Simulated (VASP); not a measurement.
Wanted: the native input for a VASP 6.6.1 run.

| Property | Result |
| --- | --- |
| Task | single point |
| Functional | LDA |
| Potentials or basis | VASP PAW LDA potentials, release 64 (Os) |
| Cutoff | 520 eV |
| k mesh | 13 × 13 × 8 |
| Occupations | methfessel-paxton, width 0.01 eV |
| Spin | no spin polarisation |
| Dipole correction | no |
| Further INCAR settings | ALGO = Normal; EDIFF = 1e-06; NBANDS = 15 |

The structure of Os lies in POSCAR:

```
Os
1.0
    2.7175247593      0.0000000000      0.0000000000
   -1.3587623796      2.3534454770      0.0000000000
    0.0000000000      0.0000000000      4.2844606214
Os
2
Direct
    0.3333333333      0.6666666667      0.2500000000
    0.6666666667      0.3333333333      0.7500000000
```

The input as run:

INCAR

```
SYSTEM = Os
  PREC = Accurate
  ENCUT = 520
  EDIFF = 1E-6
  ISMEAR = 1
  SIGMA = 0.01
  LREAL = .FALSE.
  LASPH = .TRUE.
  NELM = 60
  ALGO = Normal
  ISIF = 2
  LWAVE = .FALSE.
  LCHARG = .FALSE.
  GGA = CA
  NBANDS = 15
```

KPOINTS

```
Automatic mesh
0
G
  13 13 8
  0 0 0
```

Potentials or basis: VASP PAW LDA potentials, release 64 (Os).

The run is started by

```console
$ cat potpaw_LDA.64/Os/POTCAR > POTCAR
$ mpirun -np 1 vasp_std > vasp.out
```

It gave:

* Pressure: 0.9 GPa
* Band gap on the k mesh: zero (band 8 reaches 11.83 eV, above the bottom of band 9 at 7.90 eV)

Caveat: spin-orbit coupling is left out, which moves the levels of the heavy elements.

Run time: 28 s on 1 thread of Intel(R) Xeon(R) Platinum 8259CL CPU @ 2.50GHz (Skylake/Cascade Lake), with other jobs on the host, peak memory 0.15 GiB.
